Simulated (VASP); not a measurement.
# NaI in VASP: settings compared

Aim: see how the results for NaI move with the level of theory and the settings. Levels: PBE, r2SCAN. Tasks: single point.

All numbers are computed with VASP 6.6.1; they aren't measurements. Logs are shortened: lines on timing, memory, paths and dates and some standing lists are left out, and cuts for length are marked.

### Step 1. The cell of the first run

It takes space group Fm-3m (No. 225, cubic). The conventional cell has a = 6.355 Å, b = 6.355 Å, c = 6.355 Å, α = 90.00°, β = 90.00°, γ = 90.00°. Na (site symmetry m-3m) has 6 I at 3.18 Å within 4.2 Å. I (site symmetry m-3m) has 6 Na at 3.18 Å within 4.2 Å.

### Step 2. Single point, PBE (strain -1.6%)

Contents of INCAR:

```
SYSTEM = NaI
ALGO     = Normal         ! electronic algorithm
EDIFF    = 1E-7           ! SCF threshold, eV
ENCUT    = 520            ! plane-wave cutoff, eV
GGA      = PE             ! functional
ISIF     = 2              ! what is computed and relaxed
ISMEAR   = -1             ! smearing method
LASPH    = .True.         ! aspherical terms in the spheres
LCHARG   = .False.        ! write CHGCAR
LREAL    = .False.        ! projectors in reciprocal space
LWAVE    = .False.        ! write WAVECAR
NBANDS   = 14             ! bands
NELM     = 100            ! most SCF steps
PREC     = Accurate       ! precision mode
SIGMA    = 0.02           ! smearing width, eV
```

Contents of KPOINTS:

```
k-points
0
Gamma
  8 8 8
  0 0 0
```

Contents of POSCAR:

```
NaI
1.0
    0.0000000000      3.1777220445      3.1777220445
    3.1777220445      0.0000000000      3.1777220445
    3.1777220445      3.1777220445      0.0000000000
Na I
1 1
Direct
    0.0000000000      0.0000000000      0.0000000000
    0.5000000000      0.5000000000      0.5000000000
```

Potentials or basis: VASP PAW PBE potentials, release 64 (Na_pv, I).

Started as:

```
> cat potpaw_PBE.64/Na_pv/POTCAR potpaw_PBE.64/I/POTCAR > POTCAR
> mpirun -np 1 vasp_std > vasp.out
```

OUTCAR:

```text
SYSTEM = NaI
   EDIFF = 1E-7
   ENCUT = 520
   GGA = PE
   ISIF = 2
   ISMEAR = -1
   LASPH = .True.
   LREAL = .False.
   NELM = 100
   PREC = Accurate

 ion  position               nearest neighbor table
   1  0.000  0.000  0.000-   2 3.18   2 3.18   2 3.18   2 3.18   2 3.18   2 3.18
   2  0.500  0.500  0.500-   1 3.18   1 3.18   1 3.18   1 3.18   1 3.18   1 3.18

  LATTYP: Found a face centered cubic cell.
 ALAT       =     6.3554440890

  Lattice vectors:

 A1 = (   0.0000000000,   3.1777220445,   3.1777220445)
 A2 = (   3.1777220445,   0.0000000000,   3.1777220445)
 A3 = (   3.1777220445,   3.1777220445,   0.0000000000)

Analysis of symmetry for initial positions (statically):
=====================================================================
 Subroutine PRICEL returns:
 Original cell was already a primitive cell.

 Routine SETGRP: Setting up the symmetry group for a
 face centered cubic supercell.

 Subroutine GETGRP returns: Found 48 space group operations
 (whereof 48 operations were pure point group operations)
 out of a pool of 48 trial point group operations.

The static configuration has the point symmetry O_h .

Analysis of symmetry for dynamics (positions and initial velocities):
=====================================================================
 Subroutine PRICEL returns:
 Original cell was already a primitive cell.

 Routine SETGRP: Setting up the symmetry group for a
 face centered cubic supercell.

 Subroutine GETGRP returns: Found 48 space group operations
 (whereof 48 operations were pure point group operations)
 out of a pool of 48 trial point group operations.

The dynamic configuration has the point symmetry O_h .

 Subroutine INISYM returns: Found 48 space group operations
 (whereof 48 operations are pure point group operations),
 and found     1 'primitive' translations

----------------------------------------------------------------------------------------

                                     Primitive cell

  volume of cell :      64.1767

  direct lattice vectors                    reciprocal lattice vectors
     0.000000000  3.177722044  3.177722044    -0.157345417  0.157345417  0.157345417
     3.177722044  0.000000000  3.177722044     0.157345417 -0.157345417  0.157345417
     3.177722044  3.177722044  0.000000000     0.157345417  0.157345417 -0.157345417

  length of vectors
     4.493977613  4.493977613  4.493977613     0.272530256  0.272530256  0.272530256

  position of ions in fractional coordinates (direct lattice)
     0.000000000  0.000000000  0.000000000
     0.500000000  0.500000000  0.500000000

  ion indices of the primitive-cell ions
   primitive index   ion index
                 1           1
                 2           2

----------------------------------------------------------------------------------------

 KPOINTS: k-points

Automatic generation of k-mesh.
 Grid dimensions read from file:
 generate k-points for:    8    8    8

 Generating k-lattice:

  Cartesian coordinates                     Fractional coordinates (reciprocal lattice)
    -0.019668177  0.019668177  0.019668177     0.125000000  0.000000000  0.000000000
     0.019668177 -0.019668177  0.019668177     0.000000000  0.125000000  0.000000000
     0.019668177  0.019668177 -0.019668177     0.000000000  0.000000000  0.125000000

  Length of vectors
     0.034066282  0.034066282  0.034066282

  Shift w.r.t. Gamma in fractional coordinates (k-lattice)
     0.000000000  0.000000000  0.000000000

 Subroutine IBZKPT returns following result:
 ===========================================

 Found     29 irreducible k-points:

 Following reciprocal coordinates:
            Coordinates               Weight
  0.000000  0.000000  0.000000      1.000000
  0.125000  0.000000  0.000000      8.000000
  0.250000  0.000000  0.000000      8.000000
  0.375000  0.000000  0.000000      8.000000
  0.500000  0.000000  0.000000      4.000000
  0.125000  0.125000  0.000000      6.000000
[... 16 lines left out ...]
  0.500000  0.250000  0.125000     48.000000
 -0.375000  0.250000  0.125000     24.000000
 [... further k-points ...]
   k-points           NKPTS =     29   k-points in BZ     NKDIM =     29   number of bands    NBANDS=     14
   number of dos      NEDOS =    301   number of ions     NIONS =      2
   total plane-waves  NPLWV =  46656
   dimension x,y,z NGX =    36 NGY =   36 NGZ =   36
   dimension x,y,z NGXF=    72 NGYF=   72 NGZF=   72
   ions per type =               1   1
   NGX,Y,Z   is equivalent  to a cutoff of  13.32, 13.32, 13.32 a.u.
   NGXF,Y,Z  is equivalent  to a cutoff of  26.63, 26.63, 26.63 a.u.
 SYSTEM =  NaI
   PREC   = accura    normal or accurate (medium, high low for compatibility)
   ISTART =      0    job   : 0-new  1-cont  2-samecut
   ICHARG =      2    charge: 1-file 2-atom 10-const
   ISPIN  =      1    spin polarized calculation?
   LNONCOLLINEAR =      F non collinear calculations
   LSORBIT =      F    spin-orbit coupling
   LASPH  =      T    aspherical Exc in radial PAW
   ENCUT  =  520.0 eV  38.22 Ry    6.18 a.u.   8.36  8.36  8.36*2*pi/ulx,y,z
   NELM   =    100;   NELMIN=  2; NELMDL= -5     # of ELM steps
   EDIFF  = 0.1E-06   stopping-criterion for ELM
   LREAL  =      F    real-space projection
   EDIFFG = 0.1E-05   stopping-criterion for IOM
   NSW    =      0    number of steps for IOM
   IBRION =     -1    ionic relax: 0-MD 1-quasi-New 2-CG
   NFREE  =      0    steps in history (QN), initial steepest desc. (CG)
   ISIF   =      2    stress and relaxation
   ISYM   =      2    0-nonsym 1-usesym 2-fastsym
   POTIM  = 0.5000    time-step for ionic-motion
   TEBEG  =    0.0;   TEEND  =   0.0 temperature during run
   PSTRESS=    0.0 pullay stress
   NELECT =      14.0000    total number of electrons
   NUPDOWN=      -1.0000    fix difference up-down
   EMIN   =  10.00;   EMAX   =-10.00  energy-range for DOS
   EFERMI =   0.00;   METHOD = LEGACY
   ISMEAR =    -1;   SIGMA  =   0.02  broadening in eV -4-tet -1-fermi 0-gaus
   EFERMI_NEDOS =   21; number of points for ismear=-14 and -15
   IALGO  =     38    algorithm
   IMIX   =      4    mixing-type and parameters
     AMIX     =   0.40;   BMIX     =  1.00
     AMIX_MAG =   1.60;   BMIX_MAG =  1.00
  volume/ion in A,a.u.               =      32.09       216.54
  Fermi-wavevector in a.u.,A,eV,Ry     =   0.985504  1.862332 13.214218  0.971218
  Thomas-Fermi vector in A             =   2.116816
   LORBIT       =      0    0 simple, 1 ext, 2 COOP (PROOUT), +10 PAW based schemes
   GGA     = PE    functional components
   LHFCALC =     F    Hartree Fock is set to
   AEXX    =    0.0000 exact exchange contribution
   IVDW    =     0    specifies the selected vdW correction
   LEPSILON=     F    determine dielectric tensor
   LRPA    =     F    only Hartree local field effects (RPA)
 non-spin polarized calculation
  energy-cutoff  :      520.00
  volume of cell :       64.18
 maximum number of plane-waves:      1759
 NGX is ok and might be reduce to    36
   NGX = 17   NGY = 17   NGZ = 17

 number of electron      14.0000003 magnetization

 Free energy of the ion-electron system (eV)
  ---------------------------------------------------
  ext. energy  EPLUGINS =         0.00000000
  ---------------------------------------------------
  free energy    TOTEN  =        -5.36368067 eV

  energy without entropy =       -5.36368067  energy(sigma->0) =       -5.36368067

 E-fermi :   1.6617     XC(G=0):  -7.9279

 val. band max:        1.2023505652   @ k =   0.0000   0.0000   0.0000
 cond. band min:       4.9964177566   @ k =   0.0000   0.0000   0.0000
 fundamental gap:      3.7940671914
 Fermi energy:         1.6617455676

 k-point     1 :       0.0000    0.0000    0.0000
  band No.  band energies     occupation
      1     -21.1795      2.00000
      2     -21.1795      2.00000
      3     -21.1795      2.00000
      4      -9.9643      2.00000
      5       1.2024      2.00000
      6       1.2024      2.00000
      7       1.2024      2.00000
      8       4.9964      0.00000
      9       9.1284      0.00000
     10       9.1284      0.00000
     11       9.1284      0.00000
     12      11.0393      0.00000
     13      11.0393      0.00000
     14      11.6706      0.00000

 k-point     2 :       0.1250    0.0000    0.0000
  band No.  band energies     occupation
      1     -21.1805      2.00000
      2     -21.1796      2.00000
      3     -21.1796      2.00000
      4      -9.9140      2.00000
      5       0.6985      2.00000
      6       1.1520      2.00000
      7       1.1520      2.00000
      8       5.5410      0.00000
      9       8.7690      0.00000
     10       9.2929      0.00000
     11       9.2929      0.00000
     12      10.6178      0.00000
     13      10.6178      0.00000
     14      12.2947      0.00000

 k-point     3 :       0.2500    0.0000    0.0000
  band No.  band energies     occupation
      1     -21.1830      2.00000
      2     -21.1797      2.00000
      3     -21.1797      2.00000
      4      -9.7874      2.00000
      5      -0.2072      2.00000
      6       1.0364      2.00000
      7       1.0364      2.00000
      8       6.2652      0.00000
      9       8.8279      0.00000
     10       9.2107      0.00000
     11       9.2107      0.00000
     12      10.8304      0.00000
     13      10.8304      0.00000
     14      11.8040      0.00000

 k-point     4 :       0.3750    0.0000    0.0000
  band No.  band energies     occupation
      1     -21.1855      2.00000
      2     -21.1799      2.00000
      3     -21.1799      2.00000
      4      -9.6524      2.00000
      5      -0.9174      2.00000
      6       0.9283      2.00000
      7       0.9283      2.00000
      8       6.3542      0.00000
      9       8.8401      0.00000
     10       8.8401      0.00000
     11       9.8411      0.00000
     12      11.4358      0.00000
     13      12.0876      0.00000
     14      12.0876      0.00000

 k-point     5 :       0.5000    0.0000    0.0000
  band No.  band energies     occupation
      1     -21.1866      2.00000
      2     -21.1799      2.00000
      3     -21.1799      2.00000
      4      -9.5936      2.00000
      5      -1.1805      2.00000
      6       0.8855      2.00000
      7       0.8855      2.00000
      8       6.3079      0.00000
      9       8.6914      0.00000
     10       8.6914      0.00000
     11      10.3437      0.00000
[... 276 lines left out ...]
 k-point    22 :       0.3750    0.2500    0.1250
  band No.  band energies     occupation
      1     -21.1834      2.00000
      2     -21.1810      2.00000
      3     -21.1800      2.00000
      4      -9.6968      2.00000
      5      -0.3682      2.00000
      6       0.5499      2.00000
      7       0.8766      2.00000
      8       7.0901      0.00000
      9       7.9129      0.00000
     10       8.4155      0.00000
     11      10.0779      0.00000
     12      10.5010      0.00000
     13      12.5800      0.00000
     14      13.9911      0.00000

 k-point    23 :       0.5000    0.2500    0.1250
  band No.  band energies     occupation
      1     -21.1847      2.00000
      2     -21.1815      2.00000
      3     -21.1803      2.00000
      4      -9.5904      2.00000
      5      -0.7342      2.00000
      6       0.2768      2.00000
      7       0.7341      2.00000
      8       7.3317      0.00000
      9       7.8635      0.00000
     10       8.6991      0.00000
     11       9.8335      0.00000
     12      11.5769      0.00000
     13      13.4556      0.00000
     14      13.7318      0.00000

 k-point    24 :      -0.3750    0.2500    0.1250
  band No.  band energies     occupation
      1     -21.1853      2.00000
      2     -21.1816      2.00000
      3     -21.1805      2.00000
      4      -9.5446      2.00000
      5      -0.8865      2.00000
      6       0.1912      2.00000
      7       0.6606      2.00000
      8       7.4007      0.00000
      9       7.5842      0.00000
     10       9.5816      0.00000
     11       9.6729      0.00000
     12      11.8442      0.00000
     13      12.9158      0.00000
     14      14.0927      0.00000

 [... further k-points ...]
[... 5 lines left out ...]
  --------------------------------------------------------------------------------------
  -------------------------------------------------------------------------------------
  Total        0.5996758      0.5996758      0.5996758      0.0000000      0.0000000      0.0000000
  in kB       14.9709523     14.9709523     14.9709523      0.0000000      0.0000000      0.0000000
  external PRESSURE =      14.9709523 kB  Pullay stress =       0.0000000 kB

 VOLUME and BASIS-vectors are now :
 -----------------------------------------------------------------------------
  energy-cutoff  :      520.00
  volume of cell :       64.18
      direct lattice vectors                 reciprocal lattice vectors
     0.000000000  3.177722044  3.177722044    -0.157345417  0.157345417  0.157345417
     3.177722044  0.000000000  3.177722044     0.157345417 -0.157345417  0.157345417
     3.177722044  3.177722044  0.000000000     0.157345417  0.157345417 -0.157345417

 POSITION                                       TOTAL-FORCE (eV/Angst)
 -----------------------------------------------------------------------------------
      0.00000      0.00000      0.00000         0.000000     -0.000000      0.000000
      3.17772      3.17772      3.17772        -0.000000      0.000000     -0.000000
 -----------------------------------------------------------------------------------
    total drift:                                0.000000      0.000000      0.000000

  FREE ENERGIE OF THE ION-ELECTRON SYSTEM (eV)
  ---------------------------------------------------
  free  energy   TOTEN  =        -5.3636806679 eV

  energy  without entropy=       -5.3636806679  energy(sigma->0) =       -5.36368067
```

Run time: 12 s. Hardware: 1 thread of Intel Xeon 6975P-C (Granite Rapids), shared host; peak memory 0.2 GiB.

What came out:

| Item | Value |
| --- | --- |
| Free energy | -5.3637 eV |
| Pressure | 1.5 GPa |
| Band gap on the k mesh | 3.79 eV |

Caveat: the cell differs from its parent crystal (strain -1.6%); spin-orbit coupling is left out, which moves the levels of the heavy elements.

### Step 3. Single point, r2SCAN (strain -1.6%)

POSCAR is that of step 2.

Contents of INCAR.step1:

```
PREC     = Accurate       # precision mode
ENCUT    = 520            # plane-wave cutoff, eV
ISMEAR   = 0              # smearing method
SIGMA    = 0.01           # smearing width, eV
LREAL    = False          # projectors in reciprocal space
LASPH    = True           # aspherical terms in the spheres
NELM     = 60             # most SCF steps
NBANDS   = 14             # bands
GGA      = PE             # functional
ALGO     = Normal         # electronic algorithm
EDIFF    = 1E-4           # SCF threshold, eV
LWAVE    = True           # write WAVECAR
LCHARG   = False          # write CHGCAR
```

Contents of INCAR.step2:

```
PREC     = Accurate       # precision mode
ENCUT    = 520            # plane-wave cutoff, eV
EDIFF    = 1E-6           # SCF threshold, eV
ISMEAR   = 0              # smearing method
SIGMA    = 0.01           # smearing width, eV
LREAL    = False          # projectors in reciprocal space
LASPH    = True           # aspherical terms in the spheres
NELM     = 60             # most SCF steps
ALGO     = Normal         # electronic algorithm
ISIF     = 2              # what is computed and relaxed
LWAVE    = False          # write WAVECAR
LCHARG   = False          # write CHGCAR
METAGGA  = R2SCAN         # meta-GGA
LMIXTAU  = True         
NBANDS   = 14             # bands
ISTART   = 1
```

Contents of KPOINTS:

```
regular mesh
0
Gamma
  8 8 8
```

Potentials or basis: VASP PAW PBE potentials, release 64 (Na_pv, I).

Started as:

```
> cat potpaw_PBE.64/Na_pv/POTCAR potpaw_PBE.64/I/POTCAR > POTCAR
> cp INCAR.step1 INCAR
> mpirun -np 1 vasp_std > vasp.out
> cp INCAR.step2 INCAR
> mpirun -np 1 vasp_std > vasp.out
```

Run time: 49 s. Hardware: 1 thread of Intel Xeon 6975P-C (Granite Rapids), shared host; peak memory 0.22 GiB.

The run converged. Its results:

```
Free energy            : -31.0788 eV
Pressure               : 0.8 GPa
Band gap on the k mesh : 4.62 eV
```

Levels at points of the mesh, in eV from the valence-band top:
```tsv
k point	band 5	band 6	band 7	band 8	band 9	band 10
(0.00, 0.00, 0.00)	0.00	0.00	0.00	4.62	8.47	8.47
(0.50, 0.00, 0.00)	-2.39	-0.33	-0.33	5.71	8.11	8.11
(0.50, 0.50, 0.00)	-2.12	-0.84	-0.84	5.26	5.92	11.11
```

Caveat: the cell differs from its parent crystal (strain -1.6%); the PAW data sets were made with another functional, which shifts forces and pressure a little; spin-orbit coupling is left out, which moves the levels of the heavy elements.

(Continued in part 2 of 2.)
